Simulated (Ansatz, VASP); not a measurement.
## Two plane-wave programs on C

The input POSCAR:

```
C
1.0
    2.5407433039      0.0000000000      0.0000000000
   -1.2703716519      2.2003482457      0.0000000000
    0.0000000000      0.0000000000      4.2314023143
C
4
Direct
    0.3333333333      0.6666666667      0.0000527189
    0.6666666667      0.3333333333      0.5000527189
    0.3333333333      0.6666666667      0.3749472811
    0.6666666667      0.3333333333      0.8749472811
```

The input INCAR.step1:

```
SYSTEM = C
PREC = Accurate
ENCUT = 520
EDIFF = 1E-5
ISMEAR = 0
SIGMA = 0.01
LREAL = .False.
LASPH = .True.
NELM = 100
ALGO = Normal
ISIF = 2
LWAVE = .True.
LCHARG = .False.
NBANDS = 16
GGA = PE
```

INCAR.step2

```
SYSTEM = C
PREC = Accurate
ENCUT = 520
EDIFF = 1E-6
ISMEAR = 0
SIGMA = 0.01
LREAL = .False.
LASPH = .True.
NELM = 100
ALGO = Normal
ISIF = 2
LWAVE = .False.
LCHARG = .False.
GGA = PE
LHFCALC = .True.
HFSCREEN = 0.2079
PRECFOCK = Normal
NBANDS = 16
ISTART = 1
```

Contents of KPOINTS:

```
Automatic mesh
0
Gamma
  9 9 4
  0 0 0
```

Input for Ansatz:

```yaml
crystal:
  lattice:
    - [2.5407433039, 0.0, 0.0]
    - [-1.2703716519, 2.2003482457, 0.0]
    - [0.0, 0.0, 4.2314023143]
  atoms:
    - { symbol: C, position: [0.3333333333, 0.6666666667, 5.27189e-05] }
    - { symbol: C, position: [0.6666666667, 0.3333333333, 0.5000527189] }
    - { symbol: C, position: [0.3333333333, 0.6666666667, 0.3749472811] }
    - { symbol: C, position: [0.6666666667, 0.3333333333, 0.8749472811] }
kpoints:
  mp_grid: { grid: [9, 9, 4] }
  band_path:
    path:
      - [0.0, 0.0, 0.0]
      - [0.5, 0.0, 0.0]
      - [0.3333333333, 0.3333333333, 0.0]
      - [0.0, 0.0, 0.5]
      - [0.5, 0.0, 0.5]
      - [0.3333333333, 0.3333333333, 0.5]
    npoints: 1
hamiltonian:
  xc: hse06
scf:
  occupations: { method: fixed }
  n_extra_bands: 5
output:
  forces: true
  stress: true
  eigenvalues: true
```

Change from the starting cell: hydrostatic strain +1.5%.

Alike in both runs: task single point; functional HSE06; k mesh 9 × 9 × 4; no spin polarisation.

|  | VASP | Ansatz |
| --- | --- | --- |
| version | VASP 6.6.1 | Ansatz 0.2.0 |
| potentials or method | VASP PAW PBE potentials, release 64 (C) | plane waves, PAW |
| plane-wave cutoff (eV) | 520 | 420 |
| occupations | gaussian, width 0.01 eV | fixed |
| valence electrons in the cell | 16 | 16 |

```csv
,VASP,Ansatz,Ansatz less VASP
gap on the k mesh at the Fermi level (eV),4.54,4.56,+0.015
pressure (GPa),-23.5,-24.2,-0.69
"traceless stress, the component that is largest in VASP (GPa)",-0.96,-0.88,+0.088
rms of the force components (eV/Å),0.000,0.003,+0.0031
```

Atom by atom the forces differ by 0.004 eV/Å (rms over components). Ansatz's warnings: stress exchange threshold loose, stress scf threshold loose.
